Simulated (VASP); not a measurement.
# C (Fd-3m) in VASP: further runs, part 2 of 2

VASP 6.6.1. The steps go on from the part before.

## Step 4: Single point, LDA, collinear spin, ferromagnetic start (volume scaled by 0.98)

The input, INCAR:

```
SYSTEM = C
ALGO = Normal
EDIFF = 1E-6
ENCUT = 520
ISIF = 2
ISMEAR = -5
ISPIN = 2
LASPH = .TRUE.
LCHARG = .FALSE.
LORBIT = 11
LREAL = .FALSE.
LWAVE = .FALSE.
MAGMOM = 0.5 0.5
NBANDS = 15
NELM = 150
NUPDOWN = 1.0
PREC = Accurate
SIGMA = 0.05
```

The input, KPOINTS:

```
k-points
0
G
  13 13 13
  0 0 0
```

The input, POSCAR:

```
C
1.0
    0.0000000000      1.7714007132      1.7714007132
    1.7714007132      0.0000000000      1.7714007132
    1.7714007132      1.7714007132      0.0000000000
C
2
Direct
    0.7500000000      0.7500000000      0.7500000000
    0.5000000000      0.5000000000      0.5000000000
```

Potentials or basis: VASP PAW LDA potentials, release 64 (C).

Run with:

```bash
$ cat potpaw_LDA.64/C/POTCAR > POTCAR
$ mpirun -np 1 vasp_std > vasp.out
```

OUTCAR:

```text
SYSTEM = C
   EDIFF = 1E-6
   ENCUT = 520
   ISIF = 2
   ISMEAR = -5
   ISPIN = 2
   LASPH = .TRUE.
   LORBIT = 11
   LREAL = .FALSE.
   NELM = 150
   NUPDOWN = 1.0
   PREC = Accurate

 ion  position               nearest neighbor table
   1  0.750  0.750  0.750-   2 1.53   2 1.53   2 1.53   2 1.53
   2  0.500  0.500  0.500-   1 1.53   1 1.53   1 1.53   1 1.53

  LATTYP: Found a face centered cubic cell.
 ALAT       =     3.5428014264

  Lattice vectors:

 A1 = (   0.0000000000,   1.7714007132,   1.7714007132)
 A2 = (   1.7714007132,   0.0000000000,   1.7714007132)
 A3 = (   1.7714007132,   1.7714007132,   0.0000000000)

Analysis of symmetry for initial positions (statically):
=====================================================================
 Subroutine PRICEL returns:
 Original cell was already a primitive cell.

 Routine SETGRP: Setting up the symmetry group for a
 face centered cubic supercell.

 Subroutine GETGRP returns: Found 48 space group operations
 (whereof 24 operations were pure point group operations)
 out of a pool of 48 trial point group operations.

The static configuration has the point symmetry T_d .
 The point group associated with its full space group is O_h .

Analysis of symmetry for dynamics (positions and initial velocities):
=====================================================================
 Subroutine PRICEL returns:
 Original cell was already a primitive cell.

 Routine SETGRP: Setting up the symmetry group for a
 face centered cubic supercell.

 Subroutine GETGRP returns: Found 48 space group operations
 (whereof 24 operations were pure point group operations)
 out of a pool of 48 trial point group operations.

The dynamic configuration has the point symmetry T_d .
 The point group associated with its full space group is O_h .

Analysis of structural, dynamic, and magnetic symmetry:
[... 590 lines left out ...]
      4       5.3930      1.00000
      5      16.5960      0.19810
      6      20.0295      0.00000
      7      20.5690      0.00000
      8      23.4034      0.00000
      9      30.0371      0.00000
     10      32.8505      0.00000
     11      36.7789      0.00000
     12      37.2163      0.00000
     13      44.7772      0.00000
     14      50.4260      0.00000
     15      53.2274      0.00000

 [... further k-points ...]

 spin component 2

 k-point     1 :       0.0000    0.0000    0.0000
  band No.  band energies     occupation
      1     -11.3317      1.00000
      2      10.1706      0.00000
      3      10.1706      0.00000
      4      10.1706      0.00000
      5      15.8393      0.00000
      6      15.8393      0.00000
      7      15.8393      0.00000
      8      24.2410      0.00000
      9      29.5995      0.00000
     10      37.1555      0.00000
     11      37.1555      0.00000
     12      37.8973      0.00000
     13      37.8973      0.00000
     14      37.8973      0.00000
[... 403 lines left out ...]
      4       6.2314      1.01484
      5      17.3763      0.00000
      6      20.8648      0.00000
      7      21.4195      0.00000
      8      24.2101      0.00000
      9      30.8001      0.00000
     10      33.6598      0.00000
     11      37.4841      0.00000
     12      37.8773      0.00000
     13      45.4930      0.00000
     14      51.1586      0.00000
     15      53.9151      0.00000

 [... further k-points ...]

------------------------ aborting loop because EDIFF is reached ----------------------------------------

  FORCE on cell =-STRESS in cart. coord.  units (eV):
  Direction    XX          YY          ZZ          XY          YZ          ZX
  --------------------------------------------------------------------------------------
  -------------------------------------------------------------------------------------
  Total        2.4720899      2.4720899      2.4720899     -0.0000000     -0.0000000      0.0000000
  in kB      356.2824307    356.2824307    356.2824307     -0.0000000     -0.0000000      0.0000000
  external PRESSURE =     356.2824307 kB  Pullay stress =       0.0000000 kB

 VOLUME and BASIS-vectors are now :
 -----------------------------------------------------------------------------
  energy-cutoff  :      520.00
  volume of cell :       11.12
      direct lattice vectors                 reciprocal lattice vectors
     0.000000000  1.771400713  1.771400713    -0.282262503  0.282262503  0.282262503
     1.771400713  0.000000000  1.771400713     0.282262503 -0.282262503  0.282262503
     1.771400713  1.771400713  0.000000000     0.282262503  0.282262503 -0.282262503

 POSITION                                       TOTAL-FORCE (eV/Angst)
 -----------------------------------------------------------------------------------
      2.65710      2.65710      2.65710         0.000000      0.000000      0.000000
      1.77140      1.77140      1.77140        -0.000000     -0.000000     -0.000000
 -----------------------------------------------------------------------------------
    total drift:                                0.000000     -0.000000      0.000000

  FREE ENERGIE OF THE ION-ELECTRON SYSTEM (eV)
  ---------------------------------------------------
  free  energy   TOTEN  =       -16.2978899262 eV

  energy  without entropy=      -16.2978899262  energy(sigma->0) =      -16.29788993

 total charge

# of ion       s       p       d       tot
------------------------------------------
    1        0.856   1.688   0.000   2.545
    2        0.856   1.688   0.000   2.545
--------------------------------------------------
tot          1.713   3.376   0.000   5.089

 magnetization (x)

# of ion       s       p       d       tot
------------------------------------------
    1        0.043   0.263   0.000   0.306
    2        0.043   0.263   0.000   0.306
--------------------------------------------------
tot          0.086   0.526   0.000   0.612
```

OSZICAR:

```text
N       E                     dE             d eps       ncg     rms          rms(c)
DAV:   1     0.498373323574E+01    0.49837E+01   -0.41269E+03  5332   0.476E+02
DAV:   2    -0.165509015222E+02   -0.21535E+02   -0.20679E+02  6548   0.115E+02
DAV:   3    -0.168616285556E+02   -0.31073E+00   -0.31035E+00  5908   0.104E+01
DAV:   4    -0.168619265971E+02   -0.29804E-03   -0.29787E-03  6391   0.410E-01
DAV:   5    -0.168619269318E+02   -0.33472E-06   -0.33472E-06  5943   0.115E-02    0.520E+00
DAV:   6    -0.164355589130E+02    0.42637E+00   -0.16934E-01  5740   0.248E+00    0.303E+00
DAV:   7    -0.162934311363E+02    0.14213E+00   -0.20068E-01  6132   0.271E+00    0.104E+00
DAV:   8    -0.162982196426E+02   -0.47885E-02   -0.92178E-03  5810   0.631E-01    0.544E-01
DAV:   9    -0.162977066063E+02    0.51304E-03   -0.55474E-04  6027   0.146E-01    0.157E-01
DAV:  10    -0.162978852890E+02   -0.17868E-03   -0.11102E-04  5670   0.622E-02    0.392E-02
DAV:  11    -0.162978906103E+02   -0.53213E-05   -0.42288E-06  6482   0.131E-02    0.107E-02
DAV:  12    -0.162978899262E+02    0.68404E-06   -0.67521E-07  4254   0.503E-03
   1 F= -.16297890E+02 E0= -.16297890E+02  d E =0.000000E+00  mag=     1.0000
```

stdout:

```text
POSCAR found type information on POSCAR C
 POSCAR found :  1 types and       2 ions
 scaLAPACK will be used
 LDA part: xc-table for (Slater(with rela. corr.)+CA(PZ))
 , standard interpolation
 POSCAR, INCAR and KPOINTS ok, starting setup
 FFT: planning ... GRIDC
 FFT: planning ... GRID_SOFT
 FFT: planning ... GRID
 WAVECAR not read
 entering main loop
 -----------------------------------------------------------------------------
|                                                                             |
|           W    W    AA    RRRRR   N    N  II  N    N   GGGG   !!!           |
|           W    W   A  A   R    R  NN   N  II  NN   N  G    G  !!!           |
|           W    W  A    A  R    R  N N  N  II  N N  N  G       !!!           |
|           W WW W  AAAAAA  RRRRR   N  N N  II  N  N N  G  GGG   !            |
|           WW  WW  A    A  R   R   N   NN  II  N   NN  G    G                |
|           W    W  A    A  R    R  N    N  II  N    N   GGGG   !!!           |
|                                                                             |
|     Tetrahedron method does not include variations of the Fermi             |
|     occupations, so forces and stress will be inaccurate. We suggest        |
|     using a different smearing scheme ISMEAR = 1 or 2 for metals in         |
|     relaxations.                                                            |
|                                                                             |
 -----------------------------------------------------------------------------
```

It took 19 s on 1 thread of Intel Xeon Platinum 8488C (Sapphire Rapids), shared host; peak memory 0.13 GiB.

What came out:

```yaml
Free_energy: -16.2979 eV
Pressure: 35.6 GPa
Net_moment: 1.00 μB per cell
Site_moments: C +0.31 μB
Valence_electrons_inside_the_program's_atomic_spheres: C 2.54
```

Caveat: the cell differs from its parent crystal (volume scaled by 0.98); the total moment is fixed, so each spin has its own Fermi level.

## Step 5: Single point, LDA, collinear spin, ferromagnetic start

This run uses another cell than the first one, of 5.67 Å³/atom, 1.064 times its volume.

The input, INCAR:

```
PREC = Accurate
ENCUT = 520
EDIFF = 1E-6
ISMEAR = -5
SIGMA = 0.05
LREAL = False
LASPH = True
NELM = 150
ALGO = Normal
ISIF = 2
LWAVE = False
LCHARG = False
ISPIN = 2
MAGMOM = 0.5 0.5
LORBIT = 11
NUPDOWN = 1.0
GGA = CA
NBANDS = 15
```

The input, KPOINTS:

```
Automatic mesh
0
Gamma
  13 13 13
```

The input, POSCAR:

```
C
1.0
    0.0000000000      1.7833700000      1.7833700000
    1.7833700000      0.0000000000      1.7833700000
    1.7833700000      1.7833700000      0.0000000000
C
2
Direct
    0.7500000000      0.7500000000      0.7500000000
    0.5000000000      0.5000000000      0.5000000000
```

Run with:

```bash
$ cat potpaw_LDA.64/C/POTCAR > POTCAR
$ mpirun -np 1 vasp_std > vasp.out
```

Run time: 18 s. Hardware: 1 thread of Intel Xeon Platinum 8488C (Sapphire Rapids), shared host; peak memory 0.13 GiB.

Results (log left out):

| Property | Result |
| --- | --- |
| Free energy | -16.3417 eV |
| Pressure | 25.8 GPa |
| Net moment | 1.00 μB per cell |
| Site moments | C +0.30 μB |
| Valence electrons inside the program's atomic spheres | C 2.52 |

Caveat: the total moment is fixed, so each spin has its own Fermi level.

## Step 6: Single point, LDA, collinear spin, ferromagnetic start (volume scaled by 1.02)

The input, INCAR:

```
SYSTEM = C
PREC = Accurate
ENCUT = 520
EDIFF = 1E-7
ISMEAR = -5
SIGMA = 0.05
LREAL = .False.
LASPH = .True.
NELM = 150
ALGO = Normal
ISIF = 2
LWAVE = .False.
LCHARG = .False.
ISPIN = 2
MAGMOM = 0.5 0.5
LORBIT = 11
NUPDOWN = 1.0
GGA = CA
NBANDS = 15
```

The input, KPOINTS:

```
Automatic mesh
0
Gamma
  13 13 13
  0 0 0
```

The input, POSCAR:

```
C
1.0
    0.0000000000      1.7951807415      1.7951807415
    1.7951807415      0.0000000000      1.7951807415
    1.7951807415      1.7951807415      0.0000000000
C
2
Direct
    0.7500000000      0.7500000000      0.7500000000
    0.5000000000      0.5000000000      0.5000000000
```

Potentials or basis: VASP PAW LDA potentials, release 64 (C).

Run with:

```bash
$ cat potpaw_LDA.64/C/POTCAR > POTCAR
$ mpirun -np 1 vasp_std > vasp.out
```

Run time: 22 s. Hardware: 1 thread of Intel Xeon Platinum 8488C (Sapphire Rapids), shared host; peak memory 0.13 GiB.

The run converged. Its results:

```
Free energy                                           : -16.3722 eV
Pressure                                              : 16.8 GPa
Net moment                                            : 1.00 μB per cell
Site moments                                          : C +0.30 μB
Valence electrons inside the program's atomic spheres : C 2.50
```

Caveat: the cell differs from its parent crystal (volume scaled by 1.02); the total moment is fixed, so each spin has its own Fermi level.

## Step 7: The runs side by side

```tsv
cell	pressure (GPa)	moment (μB)
a = 2.471 Å, angles 60.0°, 2 atoms	58.2	1.00
a = 2.488 Å, angles 60.0°, 2 atoms	46.4	1.00
a = 2.505 Å, angles 60.0°, 2 atoms	35.6	1.00
a = 2.522 Å, angles 60.0°, 2 atoms	25.8	1.00
a = 2.539 Å, angles 60.0°, 2 atoms	16.8	1.00
```

Alike in all rows: task single point; level LDA; potentials or basis VASP PAW LDA potentials, release 64 (C); spin collinear, ferromagnetic start; fixed moment (μB) 1.0; k mesh 13 × 13 × 13; cutoff (eV) 520; smearing tetrahedron.

Caveats: the total moment is fixed, so each spin has its own Fermi level.

Total energies depend on the potentials used, so only differences within one code and one set of settings carry meaning.
